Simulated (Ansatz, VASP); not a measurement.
## Two plane-wave programs on Mn

Contents of INCAR:

```
ALGO = Normal ; EDIFF = 1E-6
ENCUT = 600 ; GGA = PS
GGA_COMPAT = False ; ISIF = 2
ISMEAR = -1 ; ISPIN = 2
LASPH = True ; LCHARG = True
LELF = True ; LMAXMIX = 4
LORBIT = 11 ; LREAL = False
LVHAR = True ; LWAVE = False
MAGMOM = 6 6 ; NBANDS = 26
NELM = 200 ; NUPDOWN = 12.0
PREC = Accurate ; SIGMA = 0.05
```

KPOINTS

```
k-points
0
Gamma
  10 10 6
```

File POSCAR:

```
Mn
1.0
    2.4836457705      0.0000000000      0.0000000000
   -1.2418228853      2.1509003313      0.0000000000
    0.0000000000      0.0000000000      4.0261950000
Mn
2
Direct
    0.3333333333      0.6666666667      0.2500000000
    0.6666666667      0.3333333333      0.7500000000
```

The input input.yaml:

```yaml
crystal:
  lattice:
    - [2.4836457705, 0.0, 0.0]
    - [-1.2418228853, 2.1509003313, 0.0]
    - [0.0, 0.0, 4.026195]
  atoms:
    - { symbol: Mn, position: [0.3333333333, 0.6666666667, 0.25], spin: 6.0 }
    - { symbol: Mn, position: [0.6666666667, 0.3333333333, 0.75], spin: 6.0 }
hamiltonian:
  xc: pbesol
  pseudopotentials: { kind: paw }
magnetization:
  spin_polarized: true
  initial_magnetization: 12.0
  spin_locking: { lock_magnetization: hard }
kpoints:
  mp_grid: { grid: [10, 10, 6] }
scf:
  occupations: { method: fermi_dirac, width: 0.05 }
  lower_state_search: "off"
output:
  forces: true
  stress: true
  eigenvalues: true
  write_density: true
  write_potential: true
  elf: true
  volumetric_format: npy
```

Alike in both runs: task single point; functional PBEsol; k mesh 10 × 10 × 6; occupations fermi-dirac, width 0.05 eV; collinear spin; fixed moment 12 μB.

```csv
,VASP,Ansatz
version,VASP 6.6.1,Ansatz 0.2.0
potentials or method,"VASP PAW PBE potentials, release 64 (Mn_sv)",Ansatz PAW
plane-wave cutoff (eV),600,420
valence electrons in the cell,30,30
```

```tsv
	VASP	Ansatz	Ansatz less VASP
net moment per atom (μB)	6.00	6.00	0.000
size of the moment on the site where the two differ most (μB)	4.73	5.00	+0.270
```

VASP's potentials were made for PBE, not for PBEsol. Site moments also hang on the region over which each program counts them.
